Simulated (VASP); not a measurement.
# Fe (Im-3m) in VASP: a series of runs, part 2 of 2

VASP 6.6.1.

## Step 4: Single point, PBE+D3(BJ), collinear spin, ferromagnetic start

This run uses another cell than the first one: it holds 2 atoms, not 1.

INCAR reads:

```
ALGO = Normal
EDIFF = 1E-6
ENCUT = 520
GGA = PE
ISIF = 2
ISMEAR = -1
ISPIN = 2
IVDW = 12
LASPH = True
LCHARG = False
LMAXMIX = 4
LORBIT = 11
LREAL = False
LWAVE = False
MAGMOM = 2.5 2.5
NBANDS = 19
NELM = 150
PREC = Accurate
SIGMA = 0.1
```

KPOINTS reads:

```
k-points
0
Gamma
  14 14 14
```

POSCAR reads:

```
Fe
1.0
    2.8313533229      0.0000000000      0.0000000000
    0.0000000000      2.8313533229      0.0000000000
    0.0000000000      0.0000000000      2.8313533229
Fe
2
Direct
    0.0000000000      0.0000000000      0.0000000000
    0.5000000000      0.5000000000      0.5000000000
```

Potentials or basis: VASP PAW PBE potentials, release 64 (Fe).

Command:

```bash
$ cat potpaw_PBE.64/Fe/POTCAR > POTCAR
$ mpirun -np 1 vasp_std > vasp.out
```

OUTCAR:

```text
EDIFF = 1E-6
   ENCUT = 520
   GGA = PE
   ISIF = 2
   ISMEAR = -1
   ISPIN = 2
   IVDW = 12
   LASPH = True
   LORBIT = 11
   LREAL = False
   NELM = 150
   PREC = Accurate
 IVDW          = 12

 ion  position               nearest neighbor table
   1  0.000  0.000  0.000-   2 2.45   2 2.45   2 2.45   2 2.45   2 2.45   2 2.45   2 2.45   2 2.45

   2  0.500  0.500  0.500-   1 2.45   1 2.45   1 2.45   1 2.45   1 2.45   1 2.45   1 2.45   1 2.45

  LATTYP: Found a simple cubic cell.
 ALAT       =     2.8313533229

  Lattice vectors:

 A1 = (   2.8313533229,   0.0000000000,   0.0000000000)
 A2 = (   0.0000000000,   2.8313533229,   0.0000000000)
 A3 = (   0.0000000000,   0.0000000000,   2.8313533229)

Analysis of symmetry for initial positions (statically):
=====================================================================
 Subroutine PRICEL returns following result:

  LATTYP: Found a body centered cubic cell.
 ALAT       =     2.8313533229
[... 12 lines left out ...]
 Subroutine GETGRP returns: Found 48 space group operations
 (whereof 48 operations were pure point group operations)
 out of a pool of 48 trial point group operations.

The static configuration has the point symmetry O_h .

Analysis of symmetry for dynamics (positions and initial velocities):
=====================================================================
 Subroutine PRICEL returns following result:

  LATTYP: Found a body centered cubic cell.
 ALAT       =     2.8313533229
[... 12 lines left out ...]
 Subroutine GETGRP returns: Found 48 space group operations
 (whereof 48 operations were pure point group operations)
 out of a pool of 48 trial point group operations.

The dynamic configuration has the point symmetry O_h .

Analysis of structural, dynamic, and magnetic symmetry:
=====================================================================
 Subroutine PRICEL returns following result:

  LATTYP: Found a body centered cubic cell.
 ALAT       =     2.8313533229
[... 12 lines left out ...]
 Subroutine GETGRP returns: Found 48 space group operations
 (whereof 48 operations were pure point group operations)
 out of a pool of 48 trial point group operations.

The overall configuration has the point symmetry O_h .

 Subroutine INISYM returns: Found 48 space group operations
 (whereof 48 operations are pure point group operations),
 and found     2 'primitive' translations

----------------------------------------------------------------------------------------

                                     Primitive cell

  volume of cell :      11.3489

  direct lattice vectors                    reciprocal lattice vectors
     1.415676661  1.415676661 -1.415676661     0.353187994  0.353187994  0.000000000
    -1.415676661  1.415676661  1.415676661     0.000000000  0.353187994  0.353187994
     1.415676661 -1.415676661  1.415676661     0.353187994  0.000000000  0.353187994

  length of vectors
     2.452023905  2.452023905  2.452023905     0.499483251  0.499483251  0.499483251

  position of ions in fractional coordinates (direct lattice)
     0.000000000  0.000000000  0.000000000

  ion indices of the primitive-cell ions
   primitive index   ion index
                 1           1

----------------------------------------------------------------------------------------

 KPOINTS: k-points

[... 60 lines left out ...]
   ICHARG =      2    charge: 1-file 2-atom 10-const
   ISPIN  =      2    spin polarized calculation?
   LNONCOLLINEAR =      F non collinear calculations
   LSORBIT =      F    spin-orbit coupling
   LASPH  =      T    aspherical Exc in radial PAW
   ENCUT  =  520.0 eV  38.22 Ry    6.18 a.u.   5.26  5.26  5.26*2*pi/ulx,y,z
   NELM   =    150;   NELMIN=  2; NELMDL= -5     # of ELM steps
   EDIFF  = 0.1E-05   stopping-criterion for ELM
   LREAL  =      F    real-space projection
   EDIFFG = 0.1E-04   stopping-criterion for IOM
   NSW    =      0    number of steps for IOM
   IBRION =     -1    ionic relax: 0-MD 1-quasi-New 2-CG
   NFREE  =      0    steps in history (QN), initial steepest desc. (CG)
   ISIF   =      2    stress and relaxation
   ISYM   =      2    0-nonsym 1-usesym 2-fastsym
   POTIM  = 0.5000    time-step for ionic-motion
   TEBEG  =    0.0;   TEEND  =   0.0 temperature during run
   PSTRESS=    0.0 pullay stress
   NELECT =      16.0000    total number of electrons
   NUPDOWN=      -1.0000    fix difference up-down
   EMIN   =  10.00;   EMAX   =-10.00  energy-range for DOS
   EFERMI =   0.00;   METHOD = LEGACY
   ISMEAR =    -1;   SIGMA  =   0.10  broadening in eV -4-tet -1-fermi 0-gaus
   EFERMI_NEDOS =   21; number of points for ismear=-14 and -15
   IALGO  =     38    algorithm
   IMIX   =      4    mixing-type and parameters
     AMIX     =   0.40;   BMIX     =  1.00
     AMIX_MAG =   1.60;   BMIX_MAG =  1.00
  volume/ion in A,a.u.               =      11.35        76.59
  Fermi-wavevector in a.u.,A,eV,Ry     =   1.456982  2.753296 28.882388  2.122796
  Thomas-Fermi vector in A             =   2.573836
   LORBIT       =     11    0 simple, 1 ext, 2 COOP (PROOUT), +10 PAW based schemes
   GGA     = PE    functional components
   LHFCALC =     F    Hartree Fock is set to
   AEXX    =    0.0000 exact exchange contribution
   IVDW    =    12    specifies the selected vdW correction
   LEPSILON=     F    determine dielectric tensor
   LRPA    =     F    only Hartree local field effects (RPA)
 spin polarized calculation
  energy-cutoff  :      520.00
  volume of cell :       22.70
 maximum number of plane-waves:       624
 NGX is ok and might be reduce to    24

 number of electron      16.0000014 magnetization       4.3620141

 Free energy of the ion-electron system (eV)
  ---------------------------------------------------
  ext. energy  EPLUGINS =         0.00000000
  ---------------------------------------------------
  free energy    TOTEN  =       -16.51844090 eV

  energy without entropy =      -16.45728343  energy(sigma->0) =      -16.48786217

 E-fermi :   5.8448     XC(G=0): -13.1229

 val. band max:        5.8424578367   @ k =   0.5000   0.2857   0.0000
 cond. band min:       5.8458929201   @ k =   0.4286   0.2857   0.0714
 fundamental gap:      0.0034350834
 Fermi energy:         5.8447782740

 spin component 1

 k-point     1 :       0.0000    0.0000    0.0000
  band No.  band energies     occupation
      1      -2.6050      1.00000
      2       0.9839      1.00000
      3       0.9839      1.00000
      4       3.5353      1.00000
      5       3.5353      1.00000
      6       3.5353      1.00000
[... 517 lines left out ...]
     18      27.0439      0.00000
     19      29.4517      0.00000

 [... further k-points ...]

 spin component 2

 k-point     1 :       0.0000    0.0000    0.0000
  band No.  band energies     occupation
      1      -2.4367      1.00000
      2       2.8006      1.00000
      3       2.8007      1.00000
      4       5.4329      0.98399
      5       5.4331      0.98397
      6       5.4331      0.98397
[... 517 lines left out ...]
     18      27.6189      0.00000
     19      29.8177      0.00000

 [... further k-points ...]

------------------------ aborting loop because EDIFF is reached ----------------------------------------

 Edisp (eV)   -0.71572

 E8    (eV) :    -0.3197

  FORCE on cell =-STRESS in cart. coord.  units (eV):
  Direction    XX          YY          ZZ          XY          YZ          ZX
  --------------------------------------------------------------------------------------
  -------------------------------------------------------------------------------------
  Total      -0.74374    -0.74374    -0.74374    -0.00000     0.00000    -0.00000
  in kB     -52.49880   -52.49880   -52.49880    -0.00000     0.00000    -0.00000
  external pressure =      -52.50 kB  Pullay stress =        0.00 kB

 VOLUME and BASIS-vectors are now :
 -----------------------------------------------------------------------------
  energy-cutoff  :      520.00
  volume of cell :       22.70
      direct lattice vectors                 reciprocal lattice vectors
     2.831353323  0.000000000  0.000000000     0.353187994  0.000000000  0.000000000
     0.000000000  2.831353323  0.000000000     0.000000000  0.353187994  0.000000000
     0.000000000  0.000000000  2.831353323     0.000000000  0.000000000  0.353187994

 POSITION                                       TOTAL-FORCE (eV/Angst)
 -----------------------------------------------------------------------------------
      0.00000      0.00000      0.00000         0.000000      0.000000      0.000000
      1.41568      1.41568      1.41568        -0.000000     -0.000000     -0.000000
 -----------------------------------------------------------------------------------
    total drift:                                0.000000      0.000000     -0.000000

  FREE ENERGIE OF THE ION-ELECTRON SYSTEM (eV)
  ---------------------------------------------------
  free  energy   TOTEN  =       -17.2341626570 eV

  energy  without entropy=      -17.1730051859  energy(sigma->0) =      -17.20358392

 total charge

# of ion       s       p       d       tot
------------------------------------------
    1        0.488   0.542   6.241   7.270
    2        0.488   0.542   6.241   7.270
--------------------------------------------------
tot          0.975   1.083  12.482  14.540

 magnetization (x)

# of ion       s       p       d       tot
------------------------------------------
    1       -0.013  -0.055   2.245   2.178
    2       -0.013  -0.055   2.245   2.178
--------------------------------------------------
tot         -0.026  -0.109   4.491   4.356
```

OSZICAR:

```text
N       E                     dE             d eps       ncg     rms          rms(c)
DAV:   1     0.752594211739E+02    0.75259E+02   -0.72867E+03  9928   0.108E+03
DAV:   2    -0.151001764257E+02   -0.90360E+02   -0.79560E+02  9168   0.200E+02
DAV:   3    -0.184956324657E+02   -0.33955E+01   -0.32644E+01  9976   0.497E+01
DAV:   4    -0.185240235784E+02   -0.28391E-01   -0.28377E-01 10212   0.426E+00
DAV:   5    -0.185243377988E+02   -0.31422E-03   -0.31421E-03 10164   0.419E-01    0.161E+01
DAV:   6    -0.166651754208E+02    0.18592E+01   -0.73026E+00  9977   0.546E+01    0.775E+00
DAV:   7    -0.165429372372E+02    0.12224E+00   -0.67875E-01 10444   0.148E+01    0.471E+00
DAV:   8    -0.165325524418E+02    0.10385E-01   -0.14296E-02 10870   0.894E-01    0.202E+00
DAV:   9    -0.165182109373E+02    0.14342E-01   -0.47347E-03 12245   0.619E-01    0.494E-01
DAV:  10    -0.165184094638E+02   -0.19853E-03   -0.13733E-03 10853   0.414E-01    0.159E-01
DAV:  11    -0.165184353629E+02   -0.25899E-04   -0.15227E-04 10965   0.180E-01    0.511E-02
DAV:  12    -0.165184394701E+02   -0.41072E-05   -0.15260E-05 10159   0.462E-02    0.142E-02
DAV:  13    -0.165184407335E+02   -0.12634E-05   -0.11218E-06  8125   0.984E-03    0.912E-03
DAV:  14    -0.165184409048E+02   -0.17124E-06   -0.39325E-07  4896   0.823E-03
   1 F= -.17234163E+02 E0= -.17203584E+02  d E =-.611575E-01  mag=     4.3621
```

stdout:

```text
POSCAR found type information on POSCAR Fe
 POSCAR found :  1 types and       2 ions
 scaLAPACK will be used
 LDA part: xc-table for (Slater+PW92), standard interpolation
 POSCAR, INCAR and KPOINTS ok, starting setup
 FFT: planning ... GRIDC
 FFT: planning ... GRID_SOFT
 FFT: planning ... GRID
 WAVECAR not read
 entering main loop
```

Run time: 82 s. Hardware: 1 thread of Intel Xeon 8259CL, shared host; peak memory 0.21 GiB.

Results:

| Property | Result |
| --- | --- |
| Free energy | -17.2342 eV |
| Pressure | -5.2 GPa |
| Net moment | 4.36 μB per cell |
| Site moments | Fe +2.18 μB |
| Valence electrons inside the program's atomic spheres | Fe 7.27 |
| Dispersion energy per atom | -0.358 eV |

Levels at points of the mesh, in eV from the Fermi level:
Spin up:
| k point | band 6 | band 7 | band 8 | band 9 | band 10 | band 11 | band 12 | band 13 | band 14 | band 15 |
| --- | --- | --- | --- | --- | --- | --- | --- | --- | --- | --- |
| (0.00, 0.00, 0.00) | -2.31 | -1.10 | -1.10 | 0.11 | 0.11 | 0.11 | 9.93 | 9.93 | 9.93 | 15.65 |
| (0.50, 0.00, 0.00) | -1.86 | -1.86 | -1.86 | -1.12 | -1.12 | 0.21 | 0.21 | 17.10 | 17.10 | 17.10 |
| (0.50, 0.50, 0.00) | -1.03 | -0.91 | -0.91 | 0.38 | 0.38 | 0.51 | 0.51 | 7.36 | 7.36 | 18.36 |
| (0.50, 0.50, 0.50) | -3.24 | -0.87 | -0.87 | -0.87 | -0.87 | 8.63 | 8.63 | 8.63 | 8.63 | 8.63 |
Spin down:
```csv
k point,band 3,band 4,band 5,band 6,band 7,band 8,band 9,band 10
"(0.00, 0.00, 0.00)",-3.04,-0.41,-0.41,-0.41,1.65,1.65,2.28,2.28
"(0.50, 0.00, 0.00)",-0.79,-0.79,-0.03,-0.03,-0.03,-0.03,0.90,0.90
"(0.50, 0.50, 0.00)",-1.69,-1.69,0.62,0.62,1.50,1.50,1.90,1.90
"(0.50, 0.50, 0.50)",-1.86,-1.86,-1.86,-1.86,1.95,1.95,1.95,1.95
```

Caveat: the cell stands under tension.

## Step 5: Summary

| level | cell | k mesh | gap on the mesh (eV) | pressure (GPa) | moment (μB) |
| --- | --- | --- | --- | --- | --- |
| PBE | a = 2.452 Å, angles 109.5°, 1 atom, atomic positions A | 21 × 21 × 21 | none | -0.1 | 2.17 |
| PBE | a = 2.831 Å, 2 atoms, atomic positions B | 14 × 14 × 14 | none | 0.0 | 4.36 |
| PBE+D3(BJ) | a = 2.831 Å, 2 atoms, atomic positions B | 14 × 14 × 14 | none | -5.2 | 4.36 |

Alike in all rows: task single point; potentials or basis VASP PAW PBE potentials, release 64 (Fe); spin collinear, ferromagnetic start; cutoff (eV) 520; smearing fermi-dirac 0.1 eV.

Caveats: the cell stands under tension (at least some runs).

Absolute energies hang on the potentials; compare differences alone.
